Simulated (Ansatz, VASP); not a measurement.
# One calculation of Sn3GeO, two programs

```
Sn Ge O
1.0
     3.42065    1.97492    2.96425
    -3.42065    1.97492    2.96425
     0.00000   -3.94983    2.96425
Sn Ge O
3 1 1
Cartesian
  -0.6117 2.1249 4.1470
  -1.5344 -1.5922 4.1470
  2.1461 -0.5327 4.1470
  0.0000 0.0000 1.5262
  0.0000 0.0000 3.5418
```

Change from the starting cell: species swapped into the Ag3SI type (R3, No. 146).

Alike in both runs: functional PBE; k mesh 6 × 6 × 6; occupations gaussian, width 0.1 eV; no spin polarisation.

Ansatz relaxed the structure, and its values are those at the end. VASP's run is a single point on that final structure, the one shown.

|  | VASP | Ansatz |
| --- | --- | --- |
| version | VASP 6.6.1 | Ansatz 0.2.0 |
| potentials or method | VASP PAW PBE potentials, release 64 (Sn_d, Ge_d, O), cutoff 520 eV | scalar-relativistic, plane waves, PAW |
| valence electrons in the cell | 62 | 62 |

|  | VASP | Ansatz | Ansatz less VASP |
| --- | --- | --- | --- |
| gap on the k mesh at the Fermi level (eV) | none | none | - |
| pressure (GPa) | 0.2 | 0.2 | -0.01 |
| rms of the force components (eV/Å) | 0.013 | 0.002 | -0.0111 |

A gap of «none» marks a metal or a gap that the smearing closes.
